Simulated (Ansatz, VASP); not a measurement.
BiTe: VASP beside Ansatz

The input POSCAR:

```
BiTe
1.0
    0.0000000000      3.2966876735      3.2966876735
    3.2966876735      0.0000000000      3.2966876735
    3.2966876735      3.2966876735      0.0000000000
Bi Te
1 1
Direct
    0.0000000000      0.0000000000      0.0000000000
    0.5000000000      0.5000000000      0.5000000000
```

INCAR.step1

```
PREC     = Accurate       # precision mode
ENCUT    = 520            # plane-wave cutoff, eV
ISMEAR   = 0              # smearing method
SIGMA    = 0.1            # smearing width, eV
LREAL    = False          # projectors in reciprocal space
LASPH    = True           # aspherical terms in the spheres
NELM     = 60             # most SCF steps
NBANDS   = 18             # bands
GGA      = PE             # functional
ALGO     = Normal         # electronic algorithm
EDIFF    = 1E-4           # SCF threshold, eV
LWAVE    = True           # write WAVECAR
LCHARG   = False          # write CHGCAR
```

The input INCAR.step2:

```
PREC     = Accurate       # precision mode
ENCUT    = 520            # plane-wave cutoff, eV
EDIFF    = 1E-7           # SCF threshold, eV
ISMEAR   = 0              # smearing method
SIGMA    = 0.1            # smearing width, eV
LREAL    = False          # projectors in reciprocal space
LASPH    = True           # aspherical terms in the spheres
NELM     = 60             # most SCF steps
ALGO     = Normal         # electronic algorithm
ISIF     = 2              # what is computed and relaxed
LWAVE    = False          # write WAVECAR
LCHARG   = False          # write CHGCAR
METAGGA  = R2SCAN         # meta-GGA
LMIXTAU  = True         
NBANDS   = 18             # bands
ISTART   = 1
```

KPOINTS

```
Automatic mesh
0
Gamma
  12 12 12
```

Input for Ansatz:

```yaml
crystal:
  lattice:
    - [0.0, 3.2966876761, 3.2966876761]
    - [3.2966876761, 0.0, 3.2966876761]
    - [3.2966876761, 3.2966876761, 0.0]
  atoms:
    - { symbol: Bi, position: [0.0, 0.0, 0.0] }
    - { symbol: Te, position: [0.5, 0.5, 0.5] }
basis:
  ecutwfc: 500
kpoints:
  mp_grid: { grid: [12, 12, 12] }
hamiltonian:
  xc: r2scan
scf:
  occupations: { method: gaussian, width: 0.1 }
output:
  forces: true
  stress: true
  eigenvalues: true
```

Alike in both runs: task single point; functional r2SCAN; k mesh 12 × 12 × 12; occupations gaussian, width 0.1 eV; no spin polarisation.

|  | VASP | Ansatz |
| --- | --- | --- |
| version | VASP 6.6.1 | Ansatz 0.2.0 |
| potentials or method | VASP PAW PBE potentials, release 64 (Bi_d, Te), cutoff 520 eV | scalar-relativistic, plane waves, PAW |
| valence electrons in the cell | 21 | 31 |

|  | VASP | Ansatz | Ansatz less VASP |
| --- | --- | --- | --- |
| gap on the k mesh at the Fermi level (eV) | none | none | - |
| pressure (GPa) | -2.6 | -2.6 | +0.03 |

VASP's potentials were made for PBE, not for r2SCAN. A gap of «none» marks a metal or a gap that the smearing closes. The functional is the same, so the differences come from potentials, cutoffs and numerics. VASP's potentials hold 21 valence electrons a cell and Ansatz's 31, so a difference there can come from the potentials and not from the codes.

Spin-orbit coupling is off throughout.
